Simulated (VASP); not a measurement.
# ZnSe (F-43m) in VASP: further runs

The runs below take ZnSe through single point, relaxation of cell and atoms, with PBEsol.

Program: VASP 6.6.1. These are calculated values, not measurements. Logs are shortened: lines on timing, memory, paths and dates and some standing lists are left out, and cuts for length are marked.

## (1) The cell of the first run

Symmetry: F-43m, No. 216, cubic system. The conventional cell has a = 5.633 Å, b = 5.633 Å, c = 5.633 Å, α = 90.00°, β = 90.00°, γ = 90.00°. Within 3.2 Å of Zn (site symmetry -43m) lie 4 Se at 2.44 Å. Se (site symmetry -43m) has 4 Zn at 2.44 Å within 3.2 Å.

## (2) Single point, PBEsol

The input, INCAR:

```
  ALGO = Normal
  EDIFF = 1E-7
  ENCUT = 520
  GGA = PS
  ISIF = 2
  ISMEAR = 0
  LASPH = True
  LCHARG = False
  LREAL = False
  LWAVE = False
  NBANDS = 16
  NELM = 80
  PREC = Accurate
  SIGMA = 0.02
```

The input, KPOINTS:

```
k-points
0
Gamma
  8 8 8
```

The input, POSCAR:

```
ZnSe
1.0
    0.0000000000      2.8166236825      2.8166236825
    2.8166236825      0.0000000000      2.8166236825
    2.8166236825      2.8166236825      0.0000000000
Zn Se
1 1
Direct
    0.0000000000      0.0000000000      0.0000000000
    0.2500000000      0.2500000000      0.2500000000
```

Potentials or basis: VASP PAW PBE potentials, release 64 (Zn, Se).

Command:

```bash
cat potpaw_PBE.64/Zn/POTCAR potpaw_PBE.64/Se/POTCAR > POTCAR
mpirun -np 1 vasp_std > vasp.out
```

OUTCAR:

```text
EDIFF = 1E-7
   ENCUT = 520
   GGA = PS
   ISIF = 2
   ISMEAR = 0
   LASPH = True
   LREAL = False
   NELM = 80
   PREC = Accurate

 ion  position               nearest neighbor table
   1  0.000  0.000  0.000-   2 2.44   2 2.44   2 2.44   2 2.44
   2  0.250  0.250  0.250-   1 2.44   1 2.44   1 2.44   1 2.44

  LATTYP: Found a face centered cubic cell.
 ALAT       =     5.6332473650

  Lattice vectors:

 A1 = (   0.0000000000,   2.8166236825,   2.8166236825)
 A2 = (   2.8166236825,   0.0000000000,   2.8166236825)
 A3 = (   2.8166236825,   2.8166236825,   0.0000000000)

Analysis of symmetry for initial positions (statically):
=====================================================================
 Subroutine PRICEL returns:
 Original cell was already a primitive cell.

 Routine SETGRP: Setting up the symmetry group for a
 face centered cubic supercell.

 Subroutine GETGRP returns: Found 24 space group operations
 (whereof 24 operations were pure point group operations)
 out of a pool of 48 trial point group operations.

The static configuration has the point symmetry T_d .

Analysis of symmetry for dynamics (positions and initial velocities):
=====================================================================
 Subroutine PRICEL returns:
 Original cell was already a primitive cell.

 Routine SETGRP: Setting up the symmetry group for a
 face centered cubic supercell.

 Subroutine GETGRP returns: Found 24 space group operations
 (whereof 24 operations were pure point group operations)
 out of a pool of 48 trial point group operations.

The dynamic configuration has the point symmetry T_d .

 Subroutine INISYM returns: Found 24 space group operations
 (whereof 24 operations are pure point group operations),
 and found     1 'primitive' translations

----------------------------------------------------------------------------------------

                                     Primitive cell

  volume of cell :      44.6906

  direct lattice vectors                    reciprocal lattice vectors
     0.000000000  2.816623682  2.816623682    -0.177517502  0.177517502  0.177517502
     2.816623682  0.000000000  2.816623682     0.177517502 -0.177517502  0.177517502
     2.816623682  2.816623682  0.000000000     0.177517502  0.177517502 -0.177517502

  length of vectors
     3.983307412  3.983307412  3.983307412     0.307469333  0.307469333  0.307469333

  position of ions in fractional coordinates (direct lattice)
     0.000000000  0.000000000  0.000000000
     0.250000000  0.250000000  0.250000000

  ion indices of the primitive-cell ions
   primitive index   ion index
                 1           1
                 2           2

----------------------------------------------------------------------------------------

 KPOINTS: k-points

Automatic generation of k-mesh.
 Grid dimensions read from file:
 generate k-points for:    8    8    8

 Generating k-lattice:

  Cartesian coordinates                     Fractional coordinates (reciprocal lattice)
    -0.022189688  0.022189688  0.022189688     0.125000000  0.000000000  0.000000000
     0.022189688 -0.022189688  0.022189688     0.000000000  0.125000000  0.000000000
     0.022189688  0.022189688 -0.022189688     0.000000000  0.000000000  0.125000000

  Length of vectors
     0.038433667  0.038433667  0.038433667

  Shift w.r.t. Gamma in fractional coordinates (k-lattice)
     0.000000000  0.000000000  0.000000000

 Subroutine IBZKPT returns following result:
 ===========================================

 Found     29 irreducible k-points:

 Following reciprocal coordinates:
            Coordinates               Weight
  0.000000  0.000000  0.000000      1.000000
  0.125000  0.000000  0.000000      8.000000
  0.250000  0.000000  0.000000      8.000000
  0.375000  0.000000  0.000000      8.000000
  0.500000  0.000000  0.000000      4.000000
  0.125000  0.125000  0.000000      6.000000
[... 16 lines left out ...]
  0.500000  0.250000  0.125000     48.000000
 -0.375000  0.250000  0.125000     24.000000
 [... further k-points ...]
   k-points           NKPTS =     29   k-points in BZ     NKDIM =     29   number of bands    NBANDS=     16
   number of dos      NEDOS =    301   number of ions     NIONS =      2
   total plane-waves  NPLWV =  27000
   dimension x,y,z NGX =    30 NGY =   30 NGZ =   30
   dimension x,y,z NGXF=    60 NGYF=   60 NGZF=   60
   ions per type =               1   1
   NGX,Y,Z   is equivalent  to a cutoff of  12.52, 12.52, 12.52 a.u.
   NGXF,Y,Z  is equivalent  to a cutoff of  25.04, 25.04, 25.04 a.u.
 SYSTEM =  unknown system
   PREC   = accura    normal or accurate (medium, high low for compatibility)
   ISTART =      0    job   : 0-new  1-cont  2-samecut
   ICHARG =      2    charge: 1-file 2-atom 10-const
   ISPIN  =      1    spin polarized calculation?
   LNONCOLLINEAR =      F non collinear calculations
   LSORBIT =      F    spin-orbit coupling
   LASPH  =      T    aspherical Exc in radial PAW
   ENCUT  =  520.0 eV  38.22 Ry    6.18 a.u.   7.41  7.41  7.41*2*pi/ulx,y,z
   NELM   =     80;   NELMIN=  2; NELMDL= -5     # of ELM steps
   EDIFF  = 0.1E-06   stopping-criterion for ELM
   LREAL  =      F    real-space projection
   EDIFFG = 0.1E-05   stopping-criterion for IOM
   NSW    =      0    number of steps for IOM
   IBRION =     -1    ionic relax: 0-MD 1-quasi-New 2-CG
   NFREE  =      0    steps in history (QN), initial steepest desc. (CG)
   ISIF   =      2    stress and relaxation
   ISYM   =      2    0-nonsym 1-usesym 2-fastsym
   POTIM  = 0.5000    time-step for ionic-motion
   TEBEG  =    0.0;   TEEND  =   0.0 temperature during run
   PSTRESS=    0.0 pullay stress
   NELECT =      18.0000    total number of electrons
   NUPDOWN=      -1.0000    fix difference up-down
   EMIN   =  10.00;   EMAX   =-10.00  energy-range for DOS
   EFERMI =   0.00;   METHOD = LEGACY
   ISMEAR =     0;   SIGMA  =   0.02  broadening in eV -4-tet -1-fermi 0-gaus
   EFERMI_NEDOS =   21; number of points for ismear=-14 and -15
   IALGO  =     38    algorithm
   IMIX   =      4    mixing-type and parameters
     AMIX     =   0.40;   BMIX     =  1.00
     AMIX_MAG =   1.60;   BMIX_MAG =  1.00
  volume/ion in A,a.u.               =      22.35       150.79
  Fermi-wavevector in a.u.,A,eV,Ry     =   1.209002  2.284682 19.887427  1.461685
  Thomas-Fermi vector in A             =   2.344592
   LORBIT       =      0    0 simple, 1 ext, 2 COOP (PROOUT), +10 PAW based schemes
   GGA     = PS    functional components
   LHFCALC =     F    Hartree Fock is set to
   AEXX    =    0.0000 exact exchange contribution
   IVDW    =     0    specifies the selected vdW correction
   LEPSILON=     F    determine dielectric tensor
   LRPA    =     F    only Hartree local field effects (RPA)
 non-spin polarized calculation
 Gauss-broadening in eV      SIGMA  =   0.02
  energy-cutoff  :      520.00
  volume of cell :       44.69
 maximum number of plane-waves:      1243
 NGX is ok and might be reduce to    30
   NGX = 15   NGY = 15   NGZ = 15

 number of electron      17.9999998 magnetization

 Free energy of the ion-electron system (eV)
  ---------------------------------------------------
  ext. energy  EPLUGINS =         0.00000000
  ---------------------------------------------------
  free energy    TOTEN  =        -6.77313736 eV

  energy without entropy =       -6.77313736  energy(sigma->0) =       -6.77313736

 E-fermi :   1.7765     XC(G=0):  -9.6093

 val. band max:        1.6461403428   @ k =   0.0000   0.0000   0.0000
 cond. band min:       2.8895288833   @ k =   0.0000   0.0000   0.0000
 fundamental gap:      1.2433885405
 Fermi energy:         1.7764671880

 k-point     1 :       0.0000    0.0000    0.0000
  band No.  band energies     occupation
      1     -11.7592      2.00000
      2      -4.9791      2.00000
      3      -4.9791      2.00000
      4      -4.9791      2.00000
      5      -4.5907      2.00000
      6      -4.5907      2.00000
[... 8 lines left out ...]
     15      13.1123      0.00000
     16      13.1123      0.00000

 k-point     2 :       0.1250    0.0000    0.0000
  band No.  band energies     occupation
      1     -11.6541      2.00000
      2      -4.9746      2.00000
      3      -4.9625      2.00000
      4      -4.9625      2.00000
      5      -4.5922      2.00000
      6      -4.5922      2.00000
[... 8 lines left out ...]
     15      12.2753      0.00000
     16      12.3362      0.00000

 k-point     3 :       0.2500    0.0000    0.0000
  band No.  band energies     occupation
      1     -11.3801      2.00000
      2      -4.9260      2.00000
      3      -4.9260      2.00000
      4      -4.9244      2.00000
      5      -4.5908      2.00000
      6      -4.5908      2.00000
[... 8 lines left out ...]
     15      12.0314      0.00000
     16      12.2044      0.00000

 k-point     4 :       0.3750    0.0000    0.0000
  band No.  band energies     occupation
      1     -11.0709      2.00000
      2      -4.8970      2.00000
      3      -4.8970      2.00000
      4      -4.7286      2.00000
      5      -4.5795      2.00000
      6      -4.5795      2.00000
[... 8 lines left out ...]
     15      13.1774      0.00000
     16      13.1774      0.00000
[... 324 lines left out ...]
 k-point    22 :       0.3750    0.2500    0.1250
  band No.  band energies     occupation
      1     -11.1654      2.00000
      2      -4.9444      2.00000
      3      -4.8732      2.00000
      4      -4.8477      2.00000
      5      -4.6069      2.00000
      6      -4.5646      2.00000
[... 8 lines left out ...]
     15      13.8966      0.00000
     16      15.0574      0.00000

 k-point    23 :       0.5000    0.2500    0.1250
  band No.  band energies     occupation
      1     -10.9068      2.00000
      2      -4.8837      2.00000
      3      -4.8482      2.00000
      4      -4.7184      2.00000
      5      -4.5785      2.00000
      6      -4.5271      2.00000
[... 8 lines left out ...]
     15      14.2181      0.00000
     16      15.2859      0.00000

 k-point    24 :      -0.3750    0.2500    0.1250
  band No.  band energies     occupation
      1     -10.7913      2.00000
      2      -4.8741      2.00000
      3      -4.8326      2.00000
      4      -4.6274      2.00000
      5      -4.5839      2.00000
      6      -4.3727      2.00000
[... 8 lines left out ...]
     15      14.3334      0.00000
     16      15.1859      0.00000

 [... further k-points ...]

------------------------ aborting loop because EDIFF is reached ----------------------------------------

  FORCE on cell =-STRESS in cart. coord.  units (eV):
  Direction    XX          YY          ZZ          XY          YZ          ZX
  --------------------------------------------------------------------------------------
  -------------------------------------------------------------------------------------
  Total        0.0789739      0.0789739      0.0789739      0.0000000      0.0000000     -0.0000000
  in kB        2.8312464      2.8312464      2.8312464      0.0000000      0.0000000     -0.0000000
  external PRESSURE =       2.8312464 kB  Pullay stress =       0.0000000 kB

 VOLUME and BASIS-vectors are now :
 -----------------------------------------------------------------------------
  energy-cutoff  :      520.00
  volume of cell :       44.69
      direct lattice vectors                 reciprocal lattice vectors
     0.000000000  2.816623682  2.816623682    -0.177517502  0.177517502  0.177517502
     2.816623682  0.000000000  2.816623682     0.177517502 -0.177517502  0.177517502
     2.816623682  2.816623682  0.000000000     0.177517502  0.177517502 -0.177517502

 POSITION                                       TOTAL-FORCE (eV/Angst)
 -----------------------------------------------------------------------------------
      0.00000      0.00000      0.00000        -0.000000      0.000000      0.000000
      1.40831      1.40831      1.40831         0.000000     -0.000000     -0.000000
 -----------------------------------------------------------------------------------
    total drift:                                0.000000      0.000000      0.000001

  FREE ENERGIE OF THE ION-ELECTRON SYSTEM (eV)
  ---------------------------------------------------
  free  energy   TOTEN  =        -6.7731373623 eV

  energy  without entropy=       -6.7731373623  energy(sigma->0) =       -6.77313736
```

It took 15 s on 1 thread of Intel Xeon Platinum 8559C (Emerald Rapids), shared host; peak memory 0.17 GiB.

Results:

```
Free energy            : -6.7731 eV
Pressure               : 0.3 GPa
Band gap on the k mesh : 1.24 eV, direct
```

Caveat: the PAW data sets were made with another functional, which shifts forces and pressure a little. As with any semilocal functional, this PBEsol gap is likely too small.

(Part 1 of 2 ends here.)
